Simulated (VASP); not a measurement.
# Si5O (I4/mmm) in VASP: further runs

Runs on Si5O. Level: PBE. Tasks: single point, relaxation of cell and atoms.

Everything below comes from runs of VASP 6.6.1. Logs are shortened: lines on timing, memory, paths and dates and some standing lists are left out, and cuts for length are marked.

## (1) The cell of the first run

Symmetry: I4/mmm, No. 139, tetragonal system. Conventional cell: a = 4.939 Å, b = 4.939 Å, c = 5.238 Å, α = 90.00°, β = 90.00°, γ = 90.00°. Si (site symmetry 2/m) has 8 Si at 2.18 to 2.62 Å and 2 O at 2.18 Å within 2.9 Å. Si (site symmetry 4/mmm) has 8 Si at 2.18 Å and 2 O at 2.62 Å within 2.9 Å. O (site symmetry 4/mmm) has 10 Si at 2.18 to 2.62 Å within 2.9 Å.

The cell was built from a structure type or drawn by symmetry, and may not be a known phase.

## (2) Single point, PBE

The input, INCAR:

```
PREC     = Accurate       # precision mode
ENCUT    = 520            # plane-wave cutoff, eV
EDIFF    = 1E-7           # SCF threshold, eV
ISMEAR   = 0              # smearing method
SIGMA    = 0.1            # smearing width, eV
LREAL    = F              # projectors in reciprocal space
LASPH    = T              # aspherical terms in the spheres
NELM     = 100            # most SCF steps
ALGO     = Normal         # electronic algorithm
ISIF     = 2              # what is computed and relaxed
LWAVE    = F              # write WAVECAR
LCHARG   = F              # write CHGCAR
GGA      = PE             # functional
NBANDS   = 22             # bands
```

The input, KPOINTS:

```
Automatic mesh
0
Gamma
  6 6 6
```

The input, POSCAR:

```
Si5O
1.0
   -2.4694467100      2.4694467100      2.6190988500
    2.4694467100     -2.4694467100      2.6190988500
    2.4694467100      2.4694467100     -2.6190988500
Si O
5 1
Direct
    0.5000000000      0.5000000000      0.5000000000
    0.0000000000      0.0000000000      0.5000000000
    0.5000000000      0.0000000000      0.0000000000
    0.0000000000      0.5000000000      0.0000000000
    0.0000000000      0.0000000000      0.0000000000
    0.5000000000      0.5000000000      0.0000000000
```

Potentials or basis: VASP PAW PBE potentials, release 64 (Si, O).

Started as:

```sh
> cat potpaw_PBE.64/Si/POTCAR potpaw_PBE.64/O/POTCAR > POTCAR
> mpirun -np 1 vasp_std > vasp.out
```

OUTCAR:

```text
PREC = Accurate
   ENCUT = 520
   EDIFF = 1E-7
   ISMEAR = 0
   LREAL = F
   LASPH = T
   NELM = 100
   ISIF = 2
   GGA = PE

 ion  position               nearest neighbor table
   1  0.500  0.500  0.500-   5 2.18   6 2.18   6 2.18   5 2.18   3 2.47   3 2.47   4 2.47   4 2.47
                             2 2.62   2 2.62
   2  0.000  0.000  0.500-   5 2.18   6 2.18   5 2.18   6 2.18   3 2.47   4 2.47   3 2.47   4 2.47
                             1 2.62   1 2.62
   3  0.500  0.000  0.000-   5 2.18   6 2.18   6 2.18   5 2.18   1 2.47   1 2.47   2 2.47   2 2.47
                             4 2.62   4 2.62
   4  0.000  0.500  0.000-   5 2.18   6 2.18   5 2.18   6 2.18   1 2.47   2 2.47   2 2.47   1 2.47
                             3 2.62   3 2.62
   5  0.000  0.000  0.000-   1 2.18   2 2.18   3 2.18   4 2.18   2 2.18   4 2.18   3 2.18   1 2.18

   6  0.500  0.500  0.000-   1 2.18   2 2.18   3 2.18   4 2.18   1 2.18   3 2.18   4 2.18   2 2.18

  LATTYP: Found a body centered tetragonal cell.
 ALAT       =     4.9388934200
 C/A-ratio  =     1.0606014859

  Lattice vectors:

 A1 = (  -2.4694467100,   2.4694467100,   2.6190988500)
 A2 = (   2.4694467100,  -2.4694467100,   2.6190988500)
 A3 = (   2.4694467100,   2.4694467100,  -2.6190988500)

Analysis of symmetry for initial positions (statically):
=====================================================================
 Subroutine PRICEL returns:
 Original cell was already a primitive cell.

 Routine SETGRP: Setting up the symmetry group for a
 body centered tetragonal supercell.

 Subroutine GETGRP returns: Found 16 space group operations
 (whereof 16 operations were pure point group operations)
 out of a pool of 16 trial point group operations.

The static configuration has the point symmetry D_4h.

Analysis of symmetry for dynamics (positions and initial velocities):
=====================================================================
 Subroutine PRICEL returns:
 Original cell was already a primitive cell.

 Routine SETGRP: Setting up the symmetry group for a
 body centered tetragonal supercell.

 Subroutine GETGRP returns: Found 16 space group operations
 (whereof 16 operations were pure point group operations)
 out of a pool of 16 trial point group operations.

The dynamic configuration has the point symmetry D_4h.

 Subroutine INISYM returns: Found 16 space group operations
 (whereof 16 operations are pure point group operations),
 and found     1 'primitive' translations

----------------------------------------------------------------------------------------

                                     Primitive cell

  volume of cell :      63.8868

  direct lattice vectors                    reciprocal lattice vectors
    -2.469446710  2.469446710  2.619098850     0.000000000  0.202474505  0.190905357
     2.469446710 -2.469446710  2.619098850     0.202474505  0.000000000  0.190905357
     2.469446710  2.469446710 -2.619098850     0.202474505  0.202474505  0.000000000

  length of vectors
     4.365319335  4.365319335  4.365319335     0.278281836  0.278281836  0.286342191

  position of ions in fractional coordinates (direct lattice)
     0.500000000  0.500000000  0.500000000
     1.000000000  1.000000000  0.500000000
     0.500000000  0.000000000  0.000000000
     0.000000000  0.500000000  0.000000000
     0.000000000  0.000000000  0.000000000
     0.500000000  0.500000000  0.000000000

  ion indices of the primitive-cell ions
   primitive index   ion index
                 1           1
                 2           2
                 3           3
                 4           4
                 5           5
                 6           6

----------------------------------------------------------------------------------------

 KPOINTS: Automatic mesh

Automatic generation of k-mesh.
 Grid dimensions read from file:
 generate k-points for:    6    6    6

 Generating k-lattice:

  Cartesian coordinates                     Fractional coordinates (reciprocal lattice)
     0.000000000  0.033745751  0.031817559     0.166666667  0.000000000 -0.000000000
     0.033745751  0.000000000  0.031817559     0.000000000  0.166666667 -0.000000000
     0.033745751  0.033745751  0.000000000     0.000000000  0.000000000  0.166666667

  Length of vectors
     0.046380306  0.046380306  0.047723698

  Shift w.r.t. Gamma in fractional coordinates (k-lattice)
     0.000000000  0.000000000  0.000000000

 Subroutine IBZKPT returns following result:
 ===========================================

 Found     30 irreducible k-points:

 Following reciprocal coordinates:
            Coordinates               Weight
  0.000000  0.000000  0.000000      1.000000
  0.166667  0.000000  0.000000      8.000000
  0.333333  0.000000 -0.000000      8.000000
  0.500000  0.000000 -0.000000      4.000000
  0.166667  0.166667  0.000000      8.000000
  0.333333  0.166667 -0.000000     16.000000
[... 16 lines left out ...]
 -0.333333 -0.333333  0.166667      8.000000
 -0.166667 -0.333333  0.166667      8.000000
 [... further k-points ...]
   k-points           NKPTS =     30   k-points in BZ     NKDIM =     30   number of bands    NBANDS=     22
   number of dos      NEDOS =    301   number of ions     NIONS =      6
   total plane-waves  NPLWV =  32768
   dimension x,y,z NGX =    32 NGY =   32 NGZ =   32
   dimension x,y,z NGXF=    64 NGYF=   64 NGZF=   64
   ions per type =               5   1
   NGX,Y,Z   is equivalent  to a cutoff of  12.19, 12.19, 12.19 a.u.
   NGXF,Y,Z  is equivalent  to a cutoff of  24.37, 24.37, 24.37 a.u.
 SYSTEM =  unknown system
   PREC   = accura    normal or accurate (medium, high low for compatibility)
   ISTART =      0    job   : 0-new  1-cont  2-samecut
   ICHARG =      2    charge: 1-file 2-atom 10-const
   ISPIN  =      1    spin polarized calculation?
   LNONCOLLINEAR =      F non collinear calculations
   LSORBIT =      F    spin-orbit coupling
   LASPH  =      T    aspherical Exc in radial PAW
   ENCUT  =  520.0 eV  38.22 Ry    6.18 a.u.   8.12  8.12  8.12*2*pi/ulx,y,z
   NELM   =    100;   NELMIN=  2; NELMDL= -5     # of ELM steps
   EDIFF  = 0.1E-06   stopping-criterion for ELM
   LREAL  =      F    real-space projection
   EDIFFG = 0.1E-05   stopping-criterion for IOM
   NSW    =      0    number of steps for IOM
   IBRION =     -1    ionic relax: 0-MD 1-quasi-New 2-CG
   NFREE  =      0    steps in history (QN), initial steepest desc. (CG)
   ISIF   =      2    stress and relaxation
   ISYM   =      2    0-nonsym 1-usesym 2-fastsym
   POTIM  = 0.5000    time-step for ionic-motion
   TEBEG  =    0.0;   TEEND  =   0.0 temperature during run
   PSTRESS=    0.0 pullay stress
   NELECT =      26.0000    total number of electrons
   NUPDOWN=      -1.0000    fix difference up-down
   EMIN   =  10.00;   EMAX   =-10.00  energy-range for DOS
   EFERMI =   0.00;   METHOD = LEGACY
   ISMEAR =     0;   SIGMA  =   0.10  broadening in eV -4-tet -1-fermi 0-gaus
   EFERMI_NEDOS =   21; number of points for ismear=-14 and -15
   IALGO  =     38    algorithm
   IMIX   =      4    mixing-type and parameters
     AMIX     =   0.40;   BMIX     =  1.00
     AMIX_MAG =   1.60;   BMIX_MAG =  1.00
  volume/ion in A,a.u.               =      10.65        71.85
  Fermi-wavevector in a.u.,A,eV,Ry     =   1.213190  2.292597 20.025468  1.471830
  Thomas-Fermi vector in A             =   2.348650
   LORBIT       =      0    0 simple, 1 ext, 2 COOP (PROOUT), +10 PAW based schemes
   GGA     = PE    functional components
   LHFCALC =     F    Hartree Fock is set to
   AEXX    =    0.0000 exact exchange contribution
   IVDW    =     0    specifies the selected vdW correction
   LEPSILON=     F    determine dielectric tensor
   LRPA    =     F    only Hartree local field effects (RPA)
 non-spin polarized calculation
 Gauss-broadening in eV      SIGMA  =   0.10
  energy-cutoff  :      520.00
  volume of cell :       63.89
 maximum number of plane-waves:      1742
   NGX = 17   NGY = 17   NGZ = 17

 number of electron      25.9999997 magnetization

 Free energy of the ion-electron system (eV)
  ---------------------------------------------------
  ext. energy  EPLUGINS =         0.00000000
  ---------------------------------------------------
  free energy    TOTEN  =       -25.88445179 eV

  energy without entropy =      -25.86915466  energy(sigma->0) =      -25.87680323

 E-fermi :  12.8039     XC(G=0): -12.0644

 val. band max:       12.7747842539   @ k =  -0.1667   0.3333   0.1667
 cond. band min:      12.8163775038   @ k =   0.1667   0.1667   0.1667
 fundamental gap:      0.0415932499
 Fermi energy:        12.8038520537

 k-point     1 :       0.0000    0.0000    0.0000
  band No.  band energies     occupation
      1      -9.2966      2.00000
      2      -1.8000      2.00000
      3       2.1700      2.00000
      4       3.9321      2.00000
      5       3.9321      2.00000
      6       5.6179      2.00000
[... 14 lines left out ...]
     21      20.2577      0.00000
     22      20.2577      0.00000

 k-point     2 :       0.1667    0.0000    0.0000
  band No.  band energies     occupation
      1      -9.2245      2.00000
      2      -1.9196      2.00000
      3       2.2458      2.00000
      4       3.5276      2.00000
      5       3.6700      2.00000
      6       4.7942      2.00000
[... 14 lines left out ...]
     21      20.4545      0.00000
     22      21.3849      0.00000

 k-point     3 :       0.3333    0.0000   -0.0000
  band No.  band energies     occupation
      1      -9.0728      2.00000
      2      -2.1444      2.00000
      3       1.9695      2.00000
      4       2.9739      2.00000
      5       3.2583      2.00000
      6       4.0042      2.00000
[... 14 lines left out ...]
     21      19.7392      0.00000
     22      21.2138      0.00000

 k-point     4 :       0.5000    0.0000   -0.0000
  band No.  band energies     occupation
      1      -8.9927      2.00000
      2      -2.2524      2.00000
      3       1.6594      2.00000
      4       2.7603      2.00000
      5       3.1682      2.00000
      6       3.7259      2.00000
[... 14 lines left out ...]
     21      20.2659      0.00000
     22      20.5251      0.00000

 k-point     5 :       0.1667    0.1667    0.0000
  band No.  band energies     occupation
      1      -9.1107      2.00000
      2      -2.1312      2.00000
      3       2.3904      2.00000
      4       2.5698      2.00000
      5       3.2462      2.00000
      6       4.4872      2.00000
[... 14 lines left out ...]
     21      20.5725      0.00000
     22      21.0080      0.00000

 k-point     6 :       0.3333    0.1667   -0.0000
  band No.  band energies     occupation
      1      -8.9949      2.00000
      2      -2.1593      2.00000
      3       1.3032      2.00000
      4       2.4275      2.00000
      5       3.0198      2.00000
      6       4.9742      2.00000
[... 14 lines left out ...]
     21      19.2086      0.00000
     22      20.0920      0.00000

 k-point     7 :       0.5000    0.1667   -0.0000
  band No.  band energies     occupation
      1      -8.9991      2.00000
      2      -1.9889      2.00000
      3       0.9903      2.00000
      4       2.4975      2.00000
      5       2.8917      2.00000
      6       4.6523      2.00000
[... 324 lines left out ...]
      6       4.6862      2.00000
[... 14 lines left out ...]
     21      19.1696      0.00000
     22      19.8620      0.00000

 k-point    21 :      -0.3333    0.5000    0.1667
  band No.  band energies     occupation
      1      -8.9445      2.00000
      2      -1.3565      2.00000
      3       0.3062      2.00000
      4       1.1529      2.00000
      5       3.1105      2.00000
      6       4.5094      2.00000
[... 14 lines left out ...]
     21      18.9867      0.00000
     22      19.5951      0.00000

 k-point    22 :      -0.1667    0.5000    0.1667
  band No.  band energies     occupation
      1      -8.9557      2.00000
      2      -1.9984      2.00000
      3       1.1024      2.00000
      4       1.8164      2.00000
      5       3.5367      2.00000
      6       4.4150      2.00000
[... 14 lines left out ...]
     21      20.6503      0.00000
     22      20.6575      0.00000

 k-point    23 :      -0.3333   -0.3333    0.1667
  band No.  band energies     occupation
      1      -8.9357      2.00000
      2      -1.9041      2.00000
      3       0.8415      2.00000
      4       1.6719      2.00000
      5       3.3895      2.00000
      6       4.5056      2.00000
[... 14 lines left out ...]
     21      19.1633      0.00000
     22      20.5138      0.00000

 k-point    24 :      -0.1667   -0.3333    0.1667
  band No.  band energies     occupation
      1      -9.0204      2.00000
      2      -2.1991      2.00000
      3       1.8084      2.00000
      4       2.0372      2.00000
      5       3.9378      2.00000
      6       5.2346      2.00000
[... 14 lines left out ...]
     21      20.1243      0.00000
     22      20.7156      0.00000

 [... further k-points ...]
[... 5 lines left out ...]
  --------------------------------------------------------------------------------------
  -------------------------------------------------------------------------------------
  Total       23.2649534     23.2649534     28.9413590      0.0000000     -0.0000000      0.0000000
  in kB      583.4472135    583.4472135    725.8022391      0.0000000     -0.0000000      0.0000000
  external PRESSURE =     630.8988887 kB  Pullay stress =       0.0000000 kB

 VOLUME and BASIS-vectors are now :
 -----------------------------------------------------------------------------
  energy-cutoff  :      520.00
  volume of cell :       63.89
      direct lattice vectors                 reciprocal lattice vectors
    -2.469446710  2.469446710  2.619098850     0.000000000  0.202474505  0.190905357
     2.469446710 -2.469446710  2.619098850     0.202474505  0.000000000  0.190905357
     2.469446710  2.469446710 -2.619098850     0.202474505  0.202474505  0.000000000

 POSITION                                       TOTAL-FORCE (eV/Angst)
 -----------------------------------------------------------------------------------
      1.23472      1.23472      1.30955        -0.000000      0.000000      0.000000
      1.23472      1.23472     -1.30955        -0.000000      0.000000     -0.000000
     -1.23472      1.23472      1.30955        -0.000000      0.000000     -0.000000
      1.23472     -1.23472      1.30955        -0.000000      0.000000      0.000000
      0.00000      0.00000      0.00000        -0.000000      0.000000      0.000000
      0.00000      0.00000      2.61910         0.000000     -0.000000      0.000000
 -----------------------------------------------------------------------------------
    total drift:                               -0.000000      0.000000     -0.000000

  FREE ENERGIE OF THE ION-ELECTRON SYSTEM (eV)
  ---------------------------------------------------
  free  energy   TOTEN  =       -25.8844517949 eV

  energy  without entropy=      -25.8691546557  energy(sigma->0) =      -25.87680323
```

It took 47 s on 1 thread of Intel Xeon 8259CL, shared host; peak memory 0.18 GiB.

What came out:

| Quantity | Value |
| --- | --- |
| Free energy | -25.8845 eV |
| Pressure | 63.1 GPa |
| Band gap on the k mesh | zero (bands 13 and 14 overlap by 1.45 eV) |

Caveat: the cell stands under pressure.

(Part 1 of 2 ends here.)
